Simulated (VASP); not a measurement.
Runs of VASP 6.6.1 on Li. The structure is that of space group P6_3/mmc (No. 194), or close to it. The cells are those of the table. 

```tsv
task	cell	cutoff (eV)	gap on the mesh (eV)	pressure (GPa)	relaxed volume (Å³/atom)
relaxation of shape and atoms at fixed volume	relaxed from a = 3.059, b = 3.059, c = 5.023 Å, angles 90.0, 90.0, 120.0°, 2 atoms	600	none	0.2	20.35
single point	a = 3.055, b = 3.055, c = 5.016 Å, angles 90.0, 90.0, 120.0°, 2 atoms	520	none	-	-
single point	a = 3.090, b = 3.090, c = 5.074 Å, angles 90.0, 90.0, 120.0°, 2 atoms	520	none	-	-
single point	a = 3.059, b = 3.059, c = 5.023 Å, angles 90.0, 90.0, 120.0°, 2 atoms	520	none	-	-
relaxation of shape and atoms at fixed volume	relaxed from a = 3.081, b = 3.081, c = 4.930 Å, angles 90.0, 90.0, 120.0°, 2 atoms	600	none	0.1	(a)
```

Alike in all rows: level r2SCAN; potentials or basis VASP PAW PBE potentials, release 64 (Li_sv); no spin polarisation; k mesh 16 × 16 × 8; smearing gaussian 0.05 eV.

Estimate the missing entries.

(a) 20.27.

Caveats: the cutoff is under 1.25 times the usual one of these potentials, so pressure, stress and relaxed cells hold a basis-set (Pulay) error; the PAW data sets were made with another functional, which shifts forces and pressure a little.

A gap of «none» marks levels without a gap at the run's occupations.
